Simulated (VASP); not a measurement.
# As7O (Fm-3m) in VASP: notebook

As7O is run at these levels: PBE; tasks: single point, relaxation of cell and atoms.

Everything below comes from runs of VASP 6.6.1. Logs are shortened: lines on timing, memory, paths and dates and some standing lists are left out, and cuts for length are marked.

**1. The cell of the first run**

Symmetry: Fm-3m, No. 225, cubic system. The conventional cell has a = 8.269 Å, b = 8.269 Å, c = 8.269 Å, α = 90.00°, β = 90.00°, γ = 90.00°. Within 3.9 Å of As (site symmetry m-3m) lie 12 As at 2.92 Å. As (site symmetry mmm) has 10 As at 2.92 Å and 2 O at 2.92 Å within 3.9 Å. O (site symmetry m-3m) has 12 As at 2.92 Å within 3.9 Å.

**2. Single point, PBE**

INCAR reads:

```
SYSTEM = As7O
PREC = Accurate
ENCUT = 520
EDIFF = 1E-6
ISMEAR = 0
SIGMA = 0.1
LREAL = .False.
LASPH = .True.
NELM = 80
ALGO = Normal
ISIF = 2
LWAVE = .False.
LCHARG = .False.
GGA = PE
NBANDS = 30
```

KPOINTS reads:

```
regular mesh
0
Gamma
  4 4 4
  0 0 0
```

POSCAR reads:

```
As7O
1.0
    0.0000000000      4.1344317215      4.1344317215
    4.1344317215      0.0000000000      4.1344317215
    4.1344317215      4.1344317215      0.0000000000
As O
7 1
Direct
    0.5000000000      0.5000000000      0.5000000000
    0.0000000000      0.5000000000      0.0000000000
    0.5000000000      0.0000000000      0.0000000000
    0.0000000000      0.5000000000      0.5000000000
    0.5000000000      0.0000000000      0.5000000000
    0.0000000000      0.0000000000      0.5000000000
    0.5000000000      0.5000000000      0.0000000000
    0.0000000000      0.0000000000      0.0000000000
```

Potentials or basis: VASP PAW PBE potentials, release 64 (As, O).

The run is started by

```
cat potpaw_PBE.64/As/POTCAR potpaw_PBE.64/O/POTCAR > POTCAR
mpirun -np 1 vasp_std > vasp.out
```

OUTCAR:

```text
SYSTEM = As7O
   PREC = Accurate
   ENCUT = 520
   EDIFF = 1E-6
   ISMEAR = 0
   LREAL = .False.
   LASPH = .True.
   NELM = 80
   ISIF = 2
   GGA = PE

 ion  position               nearest neighbor table
   1  0.500  0.500  0.500-
   2  0.000  0.500  0.000-
   3  0.500  0.000  0.000-
   4  0.000  0.500  0.500-
   5  0.500  0.000  0.500-
   6  0.000  0.000  0.500-
   7  0.500  0.500  0.000-
   8  0.000  0.000  0.000-

  LATTYP: Found a face centered cubic cell.
 ALAT       =     8.2688634430

  Lattice vectors:

 A1 = (   0.0000000000,   4.1344317215,   4.1344317215)
 A2 = (   4.1344317215,   0.0000000000,   4.1344317215)
 A3 = (   4.1344317215,   4.1344317215,   0.0000000000)

Analysis of symmetry for initial positions (statically):
=====================================================================
 Subroutine PRICEL returns:
 Original cell was already a primitive cell.

 Routine SETGRP: Setting up the symmetry group for a
 face centered cubic supercell.

 Subroutine GETGRP returns: Found 48 space group operations
 (whereof 48 operations were pure point group operations)
 out of a pool of 48 trial point group operations.

The static configuration has the point symmetry O_h .

Analysis of symmetry for dynamics (positions and initial velocities):
=====================================================================
 Subroutine PRICEL returns:
 Original cell was already a primitive cell.

 Routine SETGRP: Setting up the symmetry group for a
 face centered cubic supercell.

 Subroutine GETGRP returns: Found 48 space group operations
 (whereof 48 operations were pure point group operations)
 out of a pool of 48 trial point group operations.

The dynamic configuration has the point symmetry O_h .

 Subroutine INISYM returns: Found 48 space group operations
 (whereof 48 operations are pure point group operations),
 and found     1 'primitive' translations

----------------------------------------------------------------------------------------

                                     Primitive cell

  volume of cell :     141.3440

  direct lattice vectors                    reciprocal lattice vectors
     0.000000000  4.134431722  4.134431722    -0.120935605  0.120935605  0.120935605
     4.134431722  0.000000000  4.134431722     0.120935605 -0.120935605  0.120935605
     4.134431722  4.134431722  0.000000000     0.120935605  0.120935605 -0.120935605

  length of vectors
     5.846969413  5.846969413  5.846969413     0.209466612  0.209466612  0.209466612

  position of ions in fractional coordinates (direct lattice)
     0.500000000  0.500000000  0.500000000
     0.000000000  0.500000000  0.000000000
     0.500000000  0.000000000  0.000000000
     0.000000000  0.500000000  0.500000000
     0.500000000  0.000000000  0.500000000
     0.000000000  0.000000000  0.500000000
     0.500000000  0.500000000  0.000000000
     0.000000000  0.000000000  0.000000000

  ion indices of the primitive-cell ions
   primitive index   ion index
                 1           1
                 2           2
                 3           3
                 4           4
                 5           5
                 6           6
                 7           7
                 8           8

----------------------------------------------------------------------------------------

 KPOINTS: regular mesh

Automatic generation of k-mesh.
 Grid dimensions read from file:
 generate k-points for:    4    4    4

 Generating k-lattice:

  Cartesian coordinates                     Fractional coordinates (reciprocal lattice)
    -0.030233901  0.030233901  0.030233901     0.250000000  0.000000000  0.000000000
     0.030233901 -0.030233901  0.030233901     0.000000000  0.250000000  0.000000000
     0.030233901  0.030233901 -0.030233901     0.000000000  0.000000000  0.250000000

  Length of vectors
     0.052366653  0.052366653  0.052366653

  Shift w.r.t. Gamma in fractional coordinates (k-lattice)
     0.000000000  0.000000000  0.000000000

 Subroutine IBZKPT returns following result:
 ===========================================

 Found      8 irreducible k-points:

 Following reciprocal coordinates:
            Coordinates               Weight
  0.000000  0.000000  0.000000      1.000000
  0.250000  0.000000  0.000000      8.000000
  0.500000  0.000000  0.000000      4.000000
  0.250000  0.250000  0.000000      6.000000
  0.500000  0.250000  0.000000     24.000000
 -0.250000  0.250000  0.000000     12.000000
  0.500000  0.500000  0.000000      3.000000
 -0.250000  0.500000  0.250000      6.000000
   k-points           NKPTS =      8   k-points in BZ     NKDIM =      8   number of bands    NBANDS=     30
   number of dos      NEDOS =    301   number of ions     NIONS =      8
   total plane-waves  NPLWV = 110592
   dimension x,y,z NGX =    48 NGY =   48 NGZ =   48
   dimension x,y,z NGXF=    96 NGYF=   96 NGZF=   96
   ions per type =               7   1
   NGX,Y,Z   is equivalent  to a cutoff of  13.65, 13.65, 13.65 a.u.
   NGXF,Y,Z  is equivalent  to a cutoff of  27.30, 27.30, 27.30 a.u.
 SYSTEM =  As7O
   PREC   = accura    normal or accurate (medium, high low for compatibility)
   ISTART =      0    job   : 0-new  1-cont  2-samecut
   ICHARG =      2    charge: 1-file 2-atom 10-const
   ISPIN  =      1    spin polarized calculation?
   LNONCOLLINEAR =      F non collinear calculations
   LSORBIT =      F    spin-orbit coupling
   LASPH  =      T    aspherical Exc in radial PAW
   ENCUT  =  520.0 eV  38.22 Ry    6.18 a.u.  10.87 10.87 10.87*2*pi/ulx,y,z
   NELM   =     80;   NELMIN=  2; NELMDL= -5     # of ELM steps
   EDIFF  = 0.1E-05   stopping-criterion for ELM
   LREAL  =      F    real-space projection
   EDIFFG = 0.1E-04   stopping-criterion for IOM
   NSW    =      0    number of steps for IOM
   IBRION =     -1    ionic relax: 0-MD 1-quasi-New 2-CG
   NFREE  =      0    steps in history (QN), initial steepest desc. (CG)
   ISIF   =      2    stress and relaxation
   ISYM   =      2    0-nonsym 1-usesym 2-fastsym
   POTIM  = 0.5000    time-step for ionic-motion
   TEBEG  =    0.0;   TEEND  =   0.0 temperature during run
   PSTRESS=    0.0 pullay stress
   NELECT =      41.0000    total number of electrons
   NUPDOWN=      -1.0000    fix difference up-down
   EMIN   =  10.00;   EMAX   =-10.00  energy-range for DOS
   EFERMI =   0.00;   METHOD = LEGACY
   ISMEAR =     0;   SIGMA  =   0.10  broadening in eV -4-tet -1-fermi 0-gaus
   EFERMI_NEDOS =   21; number of points for ismear=-14 and -15
   IALGO  =     38    algorithm
   IMIX   =      4    mixing-type and parameters
     AMIX     =   0.40;   BMIX     =  1.00
     AMIX_MAG =   1.60;   BMIX_MAG =  1.00
  volume/ion in A,a.u.               =      17.67       119.23
  Fermi-wavevector in a.u.,A,eV,Ry     =   1.083703  2.047902 15.978849  1.174412
  Thomas-Fermi vector in A             =   2.219775
   LORBIT       =      0    0 simple, 1 ext, 2 COOP (PROOUT), +10 PAW based schemes
   GGA     = PE    functional components
   LHFCALC =     F    Hartree Fock is set to
   AEXX    =    0.0000 exact exchange contribution
   IVDW    =     0    specifies the selected vdW correction
   LEPSILON=     F    determine dielectric tensor
   LRPA    =     F    only Hartree local field effects (RPA)
 non-spin polarized calculation
 Gauss-broadening in eV      SIGMA  =   0.10
  energy-cutoff  :      520.00
  volume of cell :      141.34
 maximum number of plane-waves:      3839
 NGX is ok and might be reduce to    48
   NGX = 21   NGY = 21   NGZ = 21

 number of electron      40.9999997 magnetization

 Free energy of the ion-electron system (eV)
  ---------------------------------------------------
  ext. energy  EPLUGINS =         0.00000000
  ---------------------------------------------------
  free energy    TOTEN  =       -32.88656133 eV

  energy without entropy =      -32.85997279  energy(sigma->0) =      -32.87326706

 E-fermi :   6.2700     XC(G=0): -10.8013

 val. band max:        6.2039944805   @ k =  -0.2500   0.2500   0.0000
 cond. band min:       6.3313882441   @ k =  -0.2500   0.2500   0.0000
 fundamental gap:      0.1273937635
 Fermi energy:         6.2699824354

 k-point     1 :       0.0000    0.0000    0.0000
  band No.  band energies     occupation
      1     -10.4029      2.00000
      2      -8.5497      2.00000
      3      -4.4891      2.00000
      4      -4.4891      2.00000
      5      -4.4891      2.00000
      6      -3.6492      2.00000
[... 22 lines left out ...]
     29      11.0602      0.00000
     30      11.0602      0.00000

 k-point     2 :       0.2500    0.0000    0.0000
  band No.  band energies     occupation
      1     -10.2983      2.00000
      2      -8.3503      2.00000
      3      -5.7014      2.00000
      4      -4.3977      2.00000
      5      -4.3977      2.00000
      6      -4.0445      2.00000
[... 22 lines left out ...]
     29      10.6797      0.00000
     30      10.6797      0.00000

 k-point     3 :       0.5000    0.0000    0.0000
  band No.  band energies     occupation
      1     -10.1924      2.00000
      2      -7.8865      2.00000
      3      -6.8791      2.00000
      4      -4.2822      2.00000
      5      -4.0654      2.00000
      6      -4.0654      2.00000
[... 22 lines left out ...]
     29      10.3921      0.00000
     30      10.3921      0.00000

 k-point     4 :       0.2500    0.2500    0.0000
  band No.  band energies     occupation
      1     -10.2703      2.00000
      2      -8.2601      2.00000
      3      -5.0102      2.00000
      4      -4.9937      2.00000
      5      -4.9173      2.00000
      6      -4.9173      2.00000
[... 22 lines left out ...]
     29      10.6143      0.00000
     30      10.9578      0.00000

 k-point     5 :       0.5000    0.2500    0.0000
  band No.  band energies     occupation
      1     -10.1747      2.00000
      2      -7.6911      2.00000
      3      -6.5793      2.00000
      4      -5.7126      2.00000
      5      -4.9067      2.00000
      6      -4.1921      2.00000
[... 22 lines left out ...]
     29       9.0994      0.00000
     30       9.8458      0.00000

 k-point     6 :      -0.2500    0.2500    0.0000
  band No.  band energies     occupation
      1     -10.2018      2.00000
      2      -7.9480      2.00000
      3      -6.2530      2.00000
      4      -5.7243      2.00000
      5      -4.2738      2.00000
      6      -4.0587      2.00000
[... 22 lines left out ...]
     29       9.4589      0.00000
     30       9.4679      0.00000

 k-point     7 :       0.5000    0.5000    0.0000
  band No.  band energies     occupation
      1     -10.1538      2.00000
      2      -7.2094      2.00000
      3      -6.9631      2.00000
      4      -5.3759      2.00000
      5      -5.2362      2.00000
      6      -5.2362      2.00000
[... 22 lines left out ...]
     29       9.6014      0.00000
     30       9.6014      0.00000

 k-point     8 :      -0.2500    0.5000    0.2500
  band No.  band energies     occupation
      1     -10.1497      2.00000
      2      -7.0086      2.00000
      3      -6.7206      2.00000
      4      -6.7206      2.00000
      5      -5.1927      2.00000
      6      -3.2911      2.00000
[... 22 lines left out ...]
     29       9.0449      0.00000
     30       9.6514      0.00000

------------------------ aborting loop because EDIFF is reached ----------------------------------------

  FORCE on cell =-STRESS in cart. coord.  units (eV):
  Direction    XX          YY          ZZ          XY          YZ          ZX
  --------------------------------------------------------------------------------------
  -------------------------------------------------------------------------------------
  Total       -0.0523334     -0.0523334     -0.0523334      0.0000000      0.0000000     -0.0000000
  in kB       -0.5932147     -0.5932147     -0.5932147      0.0000000      0.0000000     -0.0000000
  external PRESSURE =      -0.5932147 kB  Pullay stress =       0.0000000 kB

 VOLUME and BASIS-vectors are now :
 -----------------------------------------------------------------------------
  energy-cutoff  :      520.00
  volume of cell :      141.34
      direct lattice vectors                 reciprocal lattice vectors
     0.000000000  4.134431722  4.134431722    -0.120935605  0.120935605  0.120935605
     4.134431722  0.000000000  4.134431722     0.120935605 -0.120935605  0.120935605
     4.134431722  4.134431722  0.000000000     0.120935605  0.120935605 -0.120935605

 POSITION                                       TOTAL-FORCE (eV/Angst)
 -----------------------------------------------------------------------------------
      4.13443      4.13443      4.13443         0.000000      0.000000      0.000000
      2.06722      0.00000      2.06722        -0.000000      0.000000     -0.000000
      0.00000      2.06722      2.06722        -0.000000      0.000000     -0.000000
      4.13443      2.06722      2.06722         0.000000      0.000000     -0.000000
      2.06722      4.13443      2.06722        -0.000000     -0.000000      0.000000
      2.06722      2.06722      0.00000         0.000000      0.000000      0.000000
      2.06722      2.06722      4.13443         0.000000     -0.000000     -0.000000
      0.00000      0.00000      0.00000         0.000000      0.000000      0.000000
 -----------------------------------------------------------------------------------
    total drift:                                0.000000      0.000000     -0.000000

  FREE ENERGIE OF THE ION-ELECTRON SYSTEM (eV)
  ---------------------------------------------------
  free  energy   TOTEN  =       -32.8865613270 eV

  energy  without entropy=      -32.8599727886  energy(sigma->0) =      -32.87326706
```

It took 71 s on 1 thread of Intel Xeon 6975P-C (Granite Rapids), shared host; peak memory 0.31 GiB.

What came out:

```
Free energy : -32.8866 eV
Pressure    : -0.1 GPa
```

Caveat: an odd number of electrons without spin polarisation forces a metal; a magnetic or distorted state may lie lower.

**3. Relaxation of cell and atoms, PBE**

This run uses another cell than the first one, of 19.66 Å³/atom, 1.113 times its volume.

INCAR reads:

```
SYSTEM = As7O
PREC = Accurate
ENCUT = 600
EDIFF = 1E-6
ISMEAR = 0
SIGMA = 0.1
LREAL = .False.
LASPH = .True.
NELM = 80
ALGO = Normal
ISIF = 3
LWAVE = .False.
LCHARG = .False.
GGA = PE
IBRION = 2
NSW = 90
EDIFFG = -0.04
```

KPOINTS reads:

```
Automatic mesh
0
Gamma
  4 4 4
  0 0 0
```

POSCAR: that of step 2 with these lines changed.

```diff
@@ -2,5 +2,5 @@
 1.0
-    0.0000000000      4.1344317215      4.1344317215
-    4.1344317215      0.0000000000      4.1344317215
-    4.1344317215      4.1344317215      0.0000000000
+    0.0000000000      4.2844668900      4.2844668900
+    4.2844668900      0.0000000000      4.2844668900
+    4.2844668900      4.2844668900      0.0000000000
 As O
```

Potentials or basis: VASP PAW PBE potentials, release 64 (As, O).

The run is started by

```
cat potpaw_PBE.64/As/POTCAR potpaw_PBE.64/O/POTCAR > POTCAR
mpirun -np 1 vasp_std > vasp.out
```

Wall time 3.4 min (1 thread of Intel Xeon 6975P-C (Granite Rapids), shared host); peak memory 0.34 GiB.

Results (log left out):

- Free energy: -32.8924 eV
- Relaxed volume: 17.65 Å³/atom
- Relaxed cell: a = 5.845 Å, b = 5.845 Å, c = 5.845 Å, α = 60.00°, β = 60.00°, γ = 60.00°
- Space group after relaxing (to 0.05 Å): Fm-3m (No. 225)
- Energy gained by relaxing: 51.5 meV/atom
- Ionic steps: 3
- Pressure after relaxing: 0.0 GPa

The path:
```
step  energy change (eV)  largest force (eV/Å)  pressure (GPa)  volume (Å³)
   1              0.0000                0.0000           -7.45       157.30
   2             -0.3829                0.0000            2.54       137.38
   3             -0.4123                0.0000            0.03       141.17
```

Final structure:
```yaml
crystal:
  lattice:
    - [0.00000, 4.13269, 4.13269]
    - [4.13269, 0.00000, 4.13269]
    - [4.13269, 4.13269, 0.00000]
  atoms:
    - { symbol: As, position: [0.50000, 0.50000, 0.50000] }
    - { symbol: As, position: [0.00000, 0.50000, 0.00000] }
    - { symbol: As, position: [0.50000, 0.00000, 0.00000] }
    - { symbol: As, position: [0.00000, 0.50000, 0.50000] }
    - { symbol: As, position: [0.50000, 0.00000, 0.50000] }
    - { symbol: As, position: [0.00000, 0.00000, 0.50000] }
    - { symbol: As, position: [0.50000, 0.50000, 0.00000] }
    - { symbol: O, position: [0.00000, 0.00000, 0.00000] }
```

Levels at points of the mesh, in eV from the Fermi level:
| k point | band 17 | band 18 | band 19 | band 20 | band 21 | band 22 | band 23 | band 24 |
| --- | --- | --- | --- | --- | --- | --- | --- | --- |
| (0.00, 0.00, 0.00) | -0.67 | -0.67 | 0.89 | 0.89 | 0.89 | 2.37 | 2.37 | 2.37 |
| (0.50, 0.00, 0.00) | -0.96 | -0.94 | -0.94 | -0.87 | -0.32 | -0.32 | 0.10 | 0.10 |
| (0.50, 0.50, 0.00) | -2.02 | -1.98 | -1.70 | -1.42 | -1.32 | -1.32 | 0.53 | 0.88 |

Caveat: an odd number of electrons without spin polarisation forces a metal; a magnetic or distorted state may lie lower.
